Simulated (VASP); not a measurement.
# NaV (Fm-3m) in VASP: single point with PBE

Aim: the single point of NaV with PBE.

Everything below comes from runs of VASP 6.6.1. Logs are shortened: lines on timing, memory, paths and dates and some standing lists are left out, and cuts for length are marked.

## 1. The cell of the first run

Symmetry: Fm-3m, No. 225, cubic system. The conventional cell has a = 5.993 Å, b = 5.993 Å, c = 5.993 Å, α = 90.00°, β = 90.00°, γ = 90.00°. Within 3.9 Å of Na (site symmetry m-3m) lie 6 V at 3.00 Å. Within 3.9 Å of V (site symmetry m-3m) lie 6 Na at 3.00 Å.

## 2. Single point, PBE, collinear spin, ferromagnetic start

File INCAR:

```
ALGO = Normal
EDIFF = 1E-6
ENCUT = 520
GGA = PE
ISIF = 2
ISMEAR = 0
ISPIN = 2
LASPH = True
LCHARG = False
LMAXMIX = 4
LORBIT = 11
LREAL = False
LWAVE = False
MAGMOM = 0 3.49
NBANDS = 21
NELM = 150
PREC = Accurate
SIGMA = 0.1
```

File KPOINTS:

```
k-points
0
Gamma
  16 16 16
```

File POSCAR:

```
NaV
1.0
    0.0000000000      2.9964622731      2.9964622731
    2.9964622731      0.0000000000      2.9964622731
    2.9964622731      2.9964622731      0.0000000000
Na V
1 1
Direct
    0.0000000000      0.0000000000      0.0000000000
    0.5000000000      0.5000000000      0.5000000000
```

Potentials or basis: VASP PAW PBE potentials, release 64 (Na_pv, V_sv).

Command:

```
$ cat potpaw_PBE.64/Na_pv/POTCAR potpaw_PBE.64/V_sv/POTCAR > POTCAR
$ mpirun -np 1 vasp_std > vasp.out
```

OUTCAR:

```text
EDIFF = 1E-6
   ENCUT = 520
   GGA = PE
   ISIF = 2
   ISMEAR = 0
   ISPIN = 2
   LASPH = True
   LORBIT = 11
   LREAL = False
   NELM = 150
   PREC = Accurate

 ion  position               nearest neighbor table
   1  0.000  0.000  0.000-
   2  0.500  0.500  0.500-

  LATTYP: Found a face centered cubic cell.
 ALAT       =     5.9929245462

  Lattice vectors:

 A1 = (   0.0000000000,   2.9964622731,   2.9964622731)
 A2 = (   2.9964622731,   0.0000000000,   2.9964622731)
 A3 = (   2.9964622731,   2.9964622731,   0.0000000000)

Analysis of symmetry for initial positions (statically):
=====================================================================
 Subroutine PRICEL returns:
 Original cell was already a primitive cell.

 Routine SETGRP: Setting up the symmetry group for a
 face centered cubic supercell.

 Subroutine GETGRP returns: Found 48 space group operations
 (whereof 48 operations were pure point group operations)
 out of a pool of 48 trial point group operations.

The static configuration has the point symmetry O_h .

Analysis of symmetry for dynamics (positions and initial velocities):
=====================================================================
 Subroutine PRICEL returns:
 Original cell was already a primitive cell.

 Routine SETGRP: Setting up the symmetry group for a
 face centered cubic supercell.

 Subroutine GETGRP returns: Found 48 space group operations
 (whereof 48 operations were pure point group operations)
 out of a pool of 48 trial point group operations.

The dynamic configuration has the point symmetry O_h .

Analysis of structural, dynamic, and magnetic symmetry:
=====================================================================
 Subroutine PRICEL returns:
 Original cell was already a primitive cell.

 Routine SETGRP: Setting up the symmetry group for a
 face centered cubic supercell.

 Subroutine GETGRP returns: Found 48 space group operations
 (whereof 48 operations were pure point group operations)
 out of a pool of 48 trial point group operations.

The overall configuration has the point symmetry O_h .

 Subroutine INISYM returns: Found 48 space group operations
 (whereof 48 operations are pure point group operations),
 and found     1 'primitive' translations

----------------------------------------------------------------------------------------

                                     Primitive cell

  volume of cell :      53.8092

  direct lattice vectors                    reciprocal lattice vectors
     0.000000000  2.996462273  2.996462273    -0.166863439  0.166863439  0.166863439
     2.996462273  0.000000000  2.996462273     0.166863439 -0.166863439  0.166863439
     2.996462273  2.996462273  0.000000000     0.166863439  0.166863439 -0.166863439

  length of vectors
     4.237637586  4.237637586  4.237637586     0.289015954  0.289015954  0.289015954

  position of ions in fractional coordinates (direct lattice)
     0.000000000  0.000000000  0.000000000
     0.500000000  0.500000000  0.500000000

  ion indices of the primitive-cell ions
   primitive index   ion index
                 1           1
                 2           2

----------------------------------------------------------------------------------------

 KPOINTS: k-points

Automatic generation of k-mesh.
 Grid dimensions read from file:
 generate k-points for:   16   16   16

 Generating k-lattice:

  Cartesian coordinates                     Fractional coordinates (reciprocal lattice)
    -0.010428965  0.010428965  0.010428965     0.062500000  0.000000000  0.000000000
     0.010428965 -0.010428965  0.010428965     0.000000000  0.062500000  0.000000000
     0.010428965  0.010428965 -0.010428965     0.000000000  0.000000000  0.062500000

  Length of vectors
     0.018063497  0.018063497  0.018063497

  Shift w.r.t. Gamma in fractional coordinates (k-lattice)
     0.000000000  0.000000000  0.000000000

 Subroutine IBZKPT returns following result:
 ===========================================

 Found    145 irreducible k-points:

 Following reciprocal coordinates:
            Coordinates               Weight
  0.000000  0.000000  0.000000      1.000000
  0.062500  0.000000  0.000000      8.000000
  0.125000  0.000000  0.000000      8.000000
  0.187500  0.000000  0.000000      8.000000
  0.250000  0.000000  0.000000      8.000000
  0.312500  0.000000  0.000000      8.000000
[... 16 lines left out ...]
 -0.125000  0.062500  0.000000     24.000000
 -0.062500  0.062500  0.000000     12.000000
 [... further k-points ...]
   k-points           NKPTS =    145   k-points in BZ     NKDIM =    145   number of bands    NBANDS=     21
   number of dos      NEDOS =    301   number of ions     NIONS =      2
   total plane-waves  NPLWV =  32768
   dimension x,y,z NGX =    32 NGY =   32 NGZ =   32
   dimension x,y,z NGXF=    64 NGYF=   64 NGZF=   64
   ions per type =               1   1
   NGX,Y,Z   is equivalent  to a cutoff of  12.55, 12.55, 12.55 a.u.
   NGXF,Y,Z  is equivalent  to a cutoff of  25.11, 25.11, 25.11 a.u.
 SYSTEM =  unknown system
   PREC   = accura    normal or accurate (medium, high low for compatibility)
   ISTART =      0    job   : 0-new  1-cont  2-samecut
   ICHARG =      2    charge: 1-file 2-atom 10-const
   ISPIN  =      2    spin polarized calculation?
   LNONCOLLINEAR =      F non collinear calculations
   LSORBIT =      F    spin-orbit coupling
   LASPH  =      T    aspherical Exc in radial PAW
   ENCUT  =  520.0 eV  38.22 Ry    6.18 a.u.   7.88  7.88  7.88*2*pi/ulx,y,z
   NELM   =    150;   NELMIN=  2; NELMDL= -5     # of ELM steps
   EDIFF  = 0.1E-05   stopping-criterion for ELM
   LREAL  =      F    real-space projection
   EDIFFG = 0.1E-04   stopping-criterion for IOM
   NSW    =      0    number of steps for IOM
   IBRION =     -1    ionic relax: 0-MD 1-quasi-New 2-CG
   NFREE  =      0    steps in history (QN), initial steepest desc. (CG)
   ISIF   =      2    stress and relaxation
   ISYM   =      2    0-nonsym 1-usesym 2-fastsym
   POTIM  = 0.5000    time-step for ionic-motion
   TEBEG  =    0.0;   TEEND  =   0.0 temperature during run
   PSTRESS=    0.0 pullay stress
   NELECT =      20.0000    total number of electrons
   NUPDOWN=      -1.0000    fix difference up-down
   EMIN   =  10.00;   EMAX   =-10.00  energy-range for DOS
   EFERMI =   0.00;   METHOD = LEGACY
   ISMEAR =     0;   SIGMA  =   0.10  broadening in eV -4-tet -1-fermi 0-gaus
   EFERMI_NEDOS =   21; number of points for ismear=-14 and -15
   IALGO  =     38    algorithm
   IMIX   =      4    mixing-type and parameters
     AMIX     =   0.40;   BMIX     =  1.00
     AMIX_MAG =   1.60;   BMIX_MAG =  1.00
  volume/ion in A,a.u.               =      26.90       181.56
  Fermi-wavevector in a.u.,A,eV,Ry     =   1.177062  2.224325 18.850532  1.385475
  Thomas-Fermi vector in A             =   2.313415
   LORBIT       =     11    0 simple, 1 ext, 2 COOP (PROOUT), +10 PAW based schemes
   GGA     = PE    functional components
   LHFCALC =     F    Hartree Fock is set to
   AEXX    =    0.0000 exact exchange contribution
   IVDW    =     0    specifies the selected vdW correction
   LEPSILON=     F    determine dielectric tensor
   LRPA    =     F    only Hartree local field effects (RPA)
 spin polarized calculation
 Gauss-broadening in eV      SIGMA  =   0.10
  energy-cutoff  :      520.00
  volume of cell :       53.81
 maximum number of plane-waves:      1472
   NGX = 15   NGY = 15   NGZ = 15

 number of electron      20.0000010 magnetization       3.9899206

 Free energy of the ion-electron system (eV)
  ---------------------------------------------------
  ext. energy  EPLUGINS =         0.00000000
  ---------------------------------------------------
  free energy    TOTEN  =        -6.84929517 eV

  energy without entropy =       -6.82524850  energy(sigma->0) =       -6.83727184

 E-fermi :   2.4217     XC(G=0):  -8.3651

 val. band max:        2.4210248116   @ k =  -0.4375   0.3750   0.1875
 cond. band min:       2.4224624369   @ k =  -0.2500   0.1875   0.0625
 fundamental gap:      0.0014376254
 Fermi energy:         2.4217268636

 spin component 1

 k-point     1 :       0.0000    0.0000    0.0000
  band No.  band energies     occupation
      1     -62.3290      1.00000
      2     -36.2426      1.00000
      3     -36.2426      1.00000
      4     -36.2426      1.00000
      5     -21.6394      1.00000
      6     -21.6394      1.00000
[... 13 lines left out ...]
     20      11.4912      0.00000
     21      14.3315      0.00000
[... 529 lines left out ...]
 k-point    24 :      -0.0625    0.0625    0.0000
  band No.  band energies     occupation
      1     -62.3290      1.00000
      2     -36.2430      1.00000
      3     -36.2428      1.00000
      4     -36.2427      1.00000
      5     -21.6406      1.00000
      6     -21.6397      1.00000
[... 13 lines left out ...]
     20      12.9095      0.00000
     21      12.9835      0.00000

 [... further k-points ...]

 spin component 2

 k-point     1 :       0.0000    0.0000    0.0000
  band No.  band energies     occupation
      1     -59.3387      1.00000
      2     -33.2758      1.00000
      3     -33.2758      1.00000
      4     -33.2758      1.00000
      5     -21.6090      1.00000
      6     -21.6090      1.00000
[... 13 lines left out ...]
     20      12.5717      0.00000
     21      15.1527      0.00000
[... 529 lines left out ...]
 k-point    24 :      -0.0625    0.0625    0.0000
  band No.  band energies     occupation
      1     -59.3387      1.00000
      2     -33.2762      1.00000
      3     -33.2759      1.00000
      4     -33.2758      1.00000
      5     -21.6102      1.00000
      6     -21.6093      1.00000
[... 13 lines left out ...]
     20      13.7499      0.00000
     21      13.9233      0.00000

 [... further k-points ...]

------------------------ aborting loop because EDIFF is reached ----------------------------------------

  FORCE on cell =-STRESS in cart. coord.  units (eV):
  Direction    XX          YY          ZZ          XY          YZ          ZX
  --------------------------------------------------------------------------------------
  -------------------------------------------------------------------------------------
  Total        0.0120287      0.0120287      0.0120287     -0.0000000     -0.0000000     -0.0000000
  in kB        0.3581578      0.3581578      0.3581578     -0.0000000     -0.0000000     -0.0000000
  external PRESSURE =       0.3581578 kB  Pullay stress =       0.0000000 kB

 VOLUME and BASIS-vectors are now :
 -----------------------------------------------------------------------------
  energy-cutoff  :      520.00
  volume of cell :       53.81
      direct lattice vectors                 reciprocal lattice vectors
     0.000000000  2.996462273  2.996462273    -0.166863439  0.166863439  0.166863439
     2.996462273  0.000000000  2.996462273     0.166863439 -0.166863439  0.166863439
     2.996462273  2.996462273  0.000000000     0.166863439  0.166863439 -0.166863439

 POSITION                                       TOTAL-FORCE (eV/Angst)
 -----------------------------------------------------------------------------------
      0.00000      0.00000      0.00000         0.000000      0.000000     -0.000000
      2.99646      2.99646      2.99646        -0.000000     -0.000000      0.000000
 -----------------------------------------------------------------------------------
    total drift:                                0.000000     -0.000000      0.000000

  FREE ENERGIE OF THE ION-ELECTRON SYSTEM (eV)
  ---------------------------------------------------
  free  energy   TOTEN  =        -6.8492951733 eV

  energy  without entropy=       -6.8252485027  energy(sigma->0) =       -6.83727184

 total charge

# of ion       s       p       d       tot
------------------------------------------
    1        0.124   5.994   0.000   6.118
    2        2.206   6.014   3.116  11.337
--------------------------------------------------
tot          2.330  12.008   3.116  17.454

 magnetization (x)

# of ion       s       p       d       tot
------------------------------------------
    1        0.009   0.024   0.000   0.033
    2        0.029   0.024   3.030   3.082
--------------------------------------------------
tot          0.038   0.047   3.030   3.115
```

Run time: 1.9 min. Hardware: 1 thread of Intel Xeon Platinum 8488C (Sapphire Rapids), shared host; peak memory 0.37 GiB.

Results:

```
Free energy                                           : -6.8493 eV
Pressure                                              : 0.0 GPa
Band gap on the k mesh                                : zero (filled and empty bands overlap)
Net moment                                            : 3.99 μB per cell
Site moments                                          : Na +0.03; V +3.08 μB
Valence electrons inside the program's atomic spheres : Na 6.12; V 11.34
```
